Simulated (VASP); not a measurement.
SnSe2, 3 atoms in the cell. The structure is trigonal, space group P-3m1 (No. 164). The conventional cell has a = 3.767 Å, b = 3.767 Å, c = 5.419 Å, α = 90.00°, β = 90.00°, γ = 120.00°. Sn (site symmetry -3m) has 6 Se at 2.69 Å within 3.6 Å. Within 3.6 Å of Se (site symmetry 3m) lie 3 Sn at 2.69 Å and 3 Se at 3.12 Å. 

```yaml
Program: VASP 6.6.1
Task: single point
Functional: PBE
Potentials_or_basis: VASP PAW PBE potentials, release 64 (Sn_d, Se)
Cutoff: 520 eV
k_mesh: 7 × 7 × 4
Occupations: fermi-dirac, width 0.02 eV
Spin: no spin polarisation
Dipole_correction: no
Further_INCAR_settings: ALGO = Normal; EDIFF = 1e-07; NBANDS = 20
```

Potentials or basis: VASP PAW PBE potentials, release 64 (Sn_d, Se).

Command:

```console
$ cat potpaw_PBE.64/Sn_d/POTCAR potpaw_PBE.64/Se/POTCAR > POTCAR
$ mpirun -np 1 vasp_std > vasp.out
```

Hardware: 1 thread of AMD EPYC 9R45 96-Core Processor (Zen 5), on a shared host.

Estimate the wall time of this run.

It took 17 s on 1 thread of AMD EPYC 9R45 96-Core Processor (Zen 5), with other jobs on the host, peak memory 0.16 GiB. Counts: scf iterations 13, k points 28.
